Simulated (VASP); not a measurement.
EuO: single point with LDA+U

The system is EuO.

```
Eu O
1.0
     0.00000    2.54190    2.54190
     2.54190    0.00000    2.54190
     2.54190    2.54190    0.00000
Eu O
1 1
Direct
  0.50000 0.50000 0.50000
  0.00000 0.00000 0.00000
```

- Program: VASP 6.6.1
- Task: single point
- Functional: LDA
- Potentials or basis: VASP PAW PBE potentials, release 64 (Eu, O)
- Cutoff: 600 eV
- k mesh: 8 × 8 × 8
- Occupations: gaussian, width 0.05 eV
- Spin: collinear spin, ferromagnetic start
- Starting moments: [7.4, -0.08] μB
- Hubbard terms: Eu f U = 6.0 eV

- Pressure: -4.3 GPa
- Band gap on the k mesh: zero (filled and empty bands overlap)
- Net moment: 7.00 μB per cell
- Site moments: Eu +6.74; O -0.09 μB
- Valence electrons inside the program's atomic spheres: Eu 14.90; O 4.93

Levels at points of the mesh, in eV from the Fermi level:
Spin up:
| k point | band 11 | band 12 | band 13 | band 14 | band 15 | band 16 | band 17 | band 18 | band 19 | band 20 |
| --- | --- | --- | --- | --- | --- | --- | --- | --- | --- | --- |
| (0.00, 0.00, 0.00) | -0.50 | -0.50 | 0.03 | 0.03 | 0.03 | 0.97 | 2.78 | 2.78 | 2.78 | 5.12 |
| (0.50, 0.00, 0.00) | -0.75 | -0.53 | -0.53 | -0.49 | -0.49 | 3.48 | 5.71 | 5.71 | 6.12 | 9.21 |
| (0.50, 0.50, 0.00) | -0.62 | -0.62 | -0.49 | -0.29 | -0.15 | -0.15 | 4.78 | 7.14 | 7.96 | 8.18 |
Spin down:
| k point | band 4 | band 5 | band 6 | band 7 | band 8 | band 9 | band 10 | band 11 | band 12 | band 13 |
| --- | --- | --- | --- | --- | --- | --- | --- | --- | --- | --- |
| (0.00, 0.00, 0.00) | -15.89 | -15.89 | -2.75 | -2.75 | -2.75 | 1.57 | 3.63 | 3.63 | 3.63 | 6.12 |
| (0.50, 0.00, 0.00) | -16.00 | -14.71 | -5.00 | -4.00 | -4.00 | 3.98 | 6.19 | 6.63 | 6.63 | 8.68 |
| (0.50, 0.50, 0.00) | -16.41 | -16.41 | -2.73 | -2.67 | -2.67 | 0.41 | 5.58 | 7.61 | 8.30 | 9.07 |

Eigenvalues of the final occupation matrices:
```csv
site,spin,trace,eigenvalues
site 1 f,1,6.78,0.96 0.97 0.97 0.97 0.97 0.97 0.97
site 1 f,2,0.02,0.00 0.00 0.00 0.00 0.01 0.01 0.01
```

Run time: 90 s on 1 thread of Intel Xeon 8259CL, with other jobs on the host, peak memory 0.2 GiB.

Caveat: the cell stands under tension; the PAW data sets were made with another functional, which shifts forces and pressure a little; spin-orbit coupling is left out, which moves the levels of the heavy elements; a cell with one magnetic atom can't hold antiferromagnetic order, which such compounds often take. The state reached can hang on the start; a lower one may exist.
